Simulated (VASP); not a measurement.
# Al2Cu (I4/mcm) in VASP: a series of runs

The runs below take Al2Cu through single point, with PBEsol.

Everything below comes from runs of VASP 6.6.1. Logs are shortened: lines on timing, memory, paths and dates and some standing lists are left out, and cuts for length are marked.

## Step 1: The cell of the first run

Symmetry: I4/mcm, No. 140, tetragonal system. Conventional cell: a = 6.293 Å, b = 6.293 Å, c = 4.972 Å, α = 90.00°, β = 90.00°, γ = 90.00°. Al (site symmetry m2m) has 4 Cu at 2.67 Å and 11 Al at 2.84 to 3.35 Å within 3.5 Å. Cu (site symmetry 422) has 2 Cu at 2.49 Å and 8 Al at 2.67 Å within 3.3 Å.

## Step 2: Single point, PBEsol

Input file INCAR:

```
PREC = Accurate ; ENCUT = 520
EDIFF = 1E-6 ; ISMEAR = 0
SIGMA = 0.15 ; LREAL = F
LASPH = T ; NELM = 80
ALGO = Fast ; ISIF = 2
LWAVE = F ; LCHARG = F
GGA = PS ; NBANDS = 26
```

Input file KPOINTS:

```
regular mesh
0
Gamma
  10 10 10
```

Input file POSCAR:

```
Al2Cu
1.0
   -3.1463500000      3.1463500000      2.4862000000
    3.1463500000     -3.1463500000      2.4862000000
    3.1463500000      3.1463500000     -2.4862000000
Al Cu
4 2
Direct
    0.1593210787      0.6593210787      0.8186421574
    0.6593210787      0.8406789213      0.5000000000
    0.8406789213      0.3406789213      0.1813578426
    0.3406789213      0.1593210787      0.5000000000
    0.7500000000      0.7500000000      0.0000000000
    0.2500000000      0.2500000000      0.0000000000
```

Potentials or basis: VASP PAW PBE potentials, release 64 (Al, Cu).

The run is started by

```
cat potpaw_PBE.64/Al/POTCAR potpaw_PBE.64/Cu/POTCAR > POTCAR
mpirun -np 1 vasp_std > vasp.out
```

OUTCAR:

```text
PREC = Accurate
   ENCUT = 520
   EDIFF = 1E-6
   ISMEAR = 0
   LREAL = F
   LASPH = T
   NELM = 80
   ISIF = 2
   GGA = PS

 ion  position               nearest neighbor table
   1  0.159  0.659  0.819-   5 2.67   6 2.67   5 2.67   6 2.67   3 2.84   3 2.96   3 2.96   4 3.19
                             2 3.19   2 3.19   4 3.19   4 3.35   2 3.35   2 3.35   4 3.35
   2  0.659  0.841  0.500-   6 2.67   5 2.67   5 2.67   6 2.67   4 2.84   4 2.96   4 2.96   3 3.19
                             1 3.19   1 3.19   3 3.19   1 3.35   3 3.35   1 3.35   3 3.35
   3  0.841  0.341  0.181-   5 2.67   6 2.67   5 2.67   6 2.67   1 2.84   1 2.96   1 2.96   2 3.19
                             4 3.19   4 3.19   2 3.19   4 3.35   2 3.35   4 3.35   2 3.35
   4  0.341  0.159  0.500-   5 2.67   6 2.67   6 2.67   5 2.67   2 2.84   2 2.96   2 2.96   3 3.19
                             1 3.19   1 3.19   3 3.19   1 3.35   3 3.35   3 3.35   1 3.35
   5  0.750  0.750  0.000-   6 2.49   6 2.49   4 2.67   2 2.67   4 2.67   2 2.67   1 2.67   3 2.67
                             3 2.67   1 2.67
   6  0.250  0.250  0.000-   5 2.49   5 2.49   2 2.67   4 2.67   2 2.67   4 2.67   3 2.67   1 2.67
                             1 2.67   3 2.67

  LATTYP: Found a body centered tetragonal cell.
 ALAT       =     6.2927000000
 C/A-ratio  =     0.7901854530

  Lattice vectors:

 A1 = (  -3.1463500000,   3.1463500000,   2.4862000000)
 A2 = (   3.1463500000,  -3.1463500000,   2.4862000000)
 A3 = (   3.1463500000,   3.1463500000,  -2.4862000000)

Analysis of symmetry for initial positions (statically):
=====================================================================
 Subroutine PRICEL returns:
 Original cell was already a primitive cell.

 Routine SETGRP: Setting up the symmetry group for a
 body centered tetragonal supercell.

 Subroutine GETGRP returns: Found 16 space group operations
 (whereof  8 operations were pure point group operations)
 out of a pool of 16 trial point group operations.

The static configuration has the point symmetry C_4h.
 The point group associated with its full space group is D_4h.

Analysis of symmetry for dynamics (positions and initial velocities):
=====================================================================
 Subroutine PRICEL returns:
 Original cell was already a primitive cell.

 Routine SETGRP: Setting up the symmetry group for a
 body centered tetragonal supercell.

 Subroutine GETGRP returns: Found 16 space group operations
 (whereof  8 operations were pure point group operations)
 out of a pool of 16 trial point group operations.

The dynamic configuration has the point symmetry C_4h.
 The point group associated with its full space group is D_4h.

 Subroutine INISYM returns: Found 16 space group operations
 (whereof  8 operations are pure point group operations),
 and found     1 'primitive' translations

----------------------------------------------------------------------------------------

                                     Primitive cell

  volume of cell :      98.4487

  direct lattice vectors                    reciprocal lattice vectors
    -3.146350000  3.146350000  2.486200000     0.000000000  0.158914298  0.201110128
     3.146350000 -3.146350000  2.486200000     0.158914298  0.000000000  0.201110128
     3.146350000  3.146350000 -2.486200000     0.158914298  0.158914298  0.000000000

  length of vectors
     5.097080251  5.097080251  5.097080251     0.256318235  0.256318235  0.224738755

  position of ions in fractional coordinates (direct lattice)
     0.159321079  0.659321079  0.818642157
     0.659321079  0.840678921  0.500000000
     0.840678921  0.340678921  0.181357843
     0.340678921  0.159321079  0.500000000
     0.750000000  0.750000000  0.000000000
     0.250000000  0.250000000  0.000000000

  ion indices of the primitive-cell ions
   primitive index   ion index
                 1           1
                 2           2
                 3           3
                 4           4
                 5           5
                 6           6

----------------------------------------------------------------------------------------

 KPOINTS: regular mesh

Automatic generation of k-mesh.
 Grid dimensions read from file:
 generate k-points for:   10   10   10

 Generating k-lattice:

  Cartesian coordinates                     Fractional coordinates (reciprocal lattice)
     0.000000000  0.015891430  0.020111013     0.100000000 -0.000000000  0.000000000
     0.015891430  0.000000000  0.020111013    -0.000000000  0.100000000  0.000000000
     0.015891430  0.015891430  0.000000000     0.000000000  0.000000000  0.100000000

  Length of vectors
     0.025631823  0.025631823  0.022473875

  Shift w.r.t. Gamma in fractional coordinates (k-lattice)
     0.000000000  0.000000000  0.000000000

 Subroutine IBZKPT returns following result:
 ===========================================

 Found    102 irreducible k-points:

 Following reciprocal coordinates:
            Coordinates               Weight
  0.000000  0.000000  0.000000      1.000000
  0.100000 -0.000000  0.000000      8.000000
  0.200000 -0.000000  0.000000      8.000000
  0.300000  0.000000 -0.000000      8.000000
  0.400000 -0.000000  0.000000      8.000000
  0.500000  0.000000 -0.000000      4.000000
[... 16 lines left out ...]
  0.300000  0.300000 -0.000000      8.000000
  0.400000  0.300000 -0.000000     16.000000
 [... further k-points ...]
   k-points           NKPTS =    102   k-points in BZ     NKDIM =    102   number of bands    NBANDS=     26
   number of dos      NEDOS =    301   number of ions     NIONS =      6
   total plane-waves  NPLWV =  64000
   dimension x,y,z NGX =    40 NGY =   40 NGZ =   40
   dimension x,y,z NGXF=    80 NGYF=   80 NGZF=   80
   ions per type =               4   2
   NGX,Y,Z   is equivalent  to a cutoff of  13.05, 13.05, 13.05 a.u.
   NGXF,Y,Z  is equivalent  to a cutoff of  26.09, 26.09, 26.09 a.u.
 SYSTEM =  unknown system
   PREC   = accura    normal or accurate (medium, high low for compatibility)
   ISTART =      0    job   : 0-new  1-cont  2-samecut
   ICHARG =      2    charge: 1-file 2-atom 10-const
   ISPIN  =      1    spin polarized calculation?
   LNONCOLLINEAR =      F non collinear calculations
   LSORBIT =      F    spin-orbit coupling
   LASPH  =      T    aspherical Exc in radial PAW
   ENCUT  =  520.0 eV  38.22 Ry    6.18 a.u.   9.48  9.48  9.48*2*pi/ulx,y,z
   NELM   =     80;   NELMIN=  2; NELMDL= -5     # of ELM steps
   EDIFF  = 0.1E-05   stopping-criterion for ELM
   LREAL  =      F    real-space projection
   EDIFFG = 0.1E-04   stopping-criterion for IOM
   NSW    =      0    number of steps for IOM
   IBRION =     -1    ionic relax: 0-MD 1-quasi-New 2-CG
   NFREE  =      0    steps in history (QN), initial steepest desc. (CG)
   ISIF   =      2    stress and relaxation
   ISYM   =      2    0-nonsym 1-usesym 2-fastsym
   POTIM  = 0.5000    time-step for ionic-motion
   TEBEG  =    0.0;   TEEND  =   0.0 temperature during run
   PSTRESS=    0.0 pullay stress
   NELECT =      34.0000    total number of electrons
   NUPDOWN=      -1.0000    fix difference up-down
   EMIN   =  10.00;   EMAX   =-10.00  energy-range for DOS
   EFERMI =   0.00;   METHOD = LEGACY
   ISMEAR =     0;   SIGMA  =   0.15  broadening in eV -4-tet -1-fermi 0-gaus
   EFERMI_NEDOS =   21; number of points for ismear=-14 and -15
   IALGO  =     68    algorithm
   IMIX   =      4    mixing-type and parameters
     AMIX     =   0.40;   BMIX     =  1.00
     AMIX_MAG =   1.60;   BMIX_MAG =  1.00
  volume/ion in A,a.u.               =      16.41       110.73
  Fermi-wavevector in a.u.,A,eV,Ry     =   1.148588  2.170517 17.949559  1.319255
  Thomas-Fermi vector in A             =   2.285263
   LORBIT       =      0    0 simple, 1 ext, 2 COOP (PROOUT), +10 PAW based schemes
   GGA     = PS    functional components
   LHFCALC =     F    Hartree Fock is set to
   AEXX    =    0.0000 exact exchange contribution
   IVDW    =     0    specifies the selected vdW correction
   LEPSILON=     F    determine dielectric tensor
   LRPA    =     F    only Hartree local field effects (RPA)
 non-spin polarized calculation
 RMM-DIIS sequential band-by-band and
 Gauss-broadening in eV      SIGMA  =   0.15
  energy-cutoff  :      520.00
  volume of cell :       98.45
 maximum number of plane-waves:      2681
 NGX is ok and might be reduce to    40
   NGX = 19   NGY = 19   NGZ = 19

 number of electron      34.0000005 magnetization

 Free energy of the ion-electron system (eV)
  ---------------------------------------------------
  ext. energy  EPLUGINS =         0.00000000
  ---------------------------------------------------
  free energy    TOTEN  =       -25.60710867 eV

  energy without entropy =      -25.58368519  energy(sigma->0) =      -25.59539693

 E-fermi :   6.8744     XC(G=0): -10.5472

 val. band max:        6.8507634181   @ k =  -0.2000  -0.3000   0.2000
 cond. band min:       6.8768255083   @ k =  -0.3000  -0.3000   0.2000
 fundamental gap:      0.0260620902
 Fermi energy:         6.8744170537

 k-point     1 :       0.0000    0.0000    0.0000
  band No.  band energies     occupation
      1      -3.2149      2.00000
      2       1.9387      2.00000
      3       2.1966      2.00000
      4       2.2183      2.00000
      5       2.2183      2.00000
      6       3.0274      2.00000
[... 18 lines left out ...]
     25      11.6158      0.00000
     26      12.1672      0.00000

 k-point     2 :       0.1000   -0.0000    0.0000
  band No.  band energies     occupation
      1      -3.1160      2.00000
      2       1.9238      2.00000
      3       2.1916      2.00000
      4       2.2050      2.00000
      5       2.2199      2.00000
      6       3.0101      2.00000
[... 18 lines left out ...]
     25      11.7244      0.00000
[... 608 lines left out ...]
     25      12.5353      0.00000
     26      13.8197      0.00000

 k-point    24 :       0.4000    0.3000   -0.0000
  band No.  band energies     occupation
      1      -1.0123      2.00000
      2      -0.2963      2.00000
      3       0.5255      2.00000
      4       2.0415      2.00000
      5       2.5277      2.00000
      6       2.7071      2.00000
[... 18 lines left out ...]
     25      13.2449      0.00000
     26      13.3428      0.00000

 [... further k-points ...]

------------------------ aborting loop because EDIFF is reached ----------------------------------------

  FORCE on cell =-STRESS in cart. coord.  units (eV):
  Direction    XX          YY          ZZ          XY          YZ          ZX
  --------------------------------------------------------------------------------------
  -------------------------------------------------------------------------------------
  Total       -6.6494529     -6.6494529     -5.4732120      0.0000000     -0.0000000      0.0000000
  in kB     -108.2147290   -108.2147290    -89.0723141      0.0000000     -0.0000000      0.0000000
  external PRESSURE =    -101.8339240 kB  Pullay stress =       0.0000000 kB

 VOLUME and BASIS-vectors are now :
 -----------------------------------------------------------------------------
  energy-cutoff  :      520.00
  volume of cell :       98.45
      direct lattice vectors                 reciprocal lattice vectors
    -3.146350000  3.146350000  2.486200000     0.000000000  0.158914298  0.201110128
     3.146350000 -3.146350000  2.486200000     0.158914298  0.000000000  0.201110128
     3.146350000  3.146350000 -2.486200000     0.158914298  0.158914298  0.000000000

 POSITION                                       TOTAL-FORCE (eV/Angst)
 -----------------------------------------------------------------------------------
      4.14891      1.00256      0.00000         0.021490      0.021490     -0.000000
      2.14379      1.00256      2.48620        -0.021490      0.021490     -0.000000
     -1.00256      2.14379      2.48620        -0.021490     -0.021490      0.000000
      1.00256      2.14379      0.00000         0.021490     -0.021490      0.000000
      0.00000      0.00000      3.72930        -0.000000      0.000000      0.000000
      0.00000      0.00000      1.24310         0.000000      0.000000      0.000000
 -----------------------------------------------------------------------------------
    total drift:                               -0.000000     -0.000000      0.000000

  FREE ENERGIE OF THE ION-ELECTRON SYSTEM (eV)
  ---------------------------------------------------
  free  energy   TOTEN  =       -25.6071086693 eV

  energy  without entropy=      -25.5836851889  energy(sigma->0) =      -25.59539693
```

Wall time 3.1 min (1 thread of Intel Xeon 6975P-C (Granite Rapids), shared host); peak memory 0.38 GiB.

What came out:

* Free energy: -25.6071 eV
* Pressure: -10.2 GPa
* Largest force: 0.030 eV/Å
* Band gap on the k mesh: zero (bands 17 and 18 overlap by 4.23 eV)

Forces on the atoms (eV/Å):
```
Al   0.021  0.021  0.000
Al  -0.021  0.021  0.000
Al  -0.021 -0.021  0.000
Al   0.021 -0.021  0.000
Cu   0.000  0.000  0.000
Cu   0.000  0.000  0.000
```

Caveat: the cell stands under tension; the PAW data sets were made with another functional, which shifts forces and pressure a little.

(Continued in part 2 of 4.)
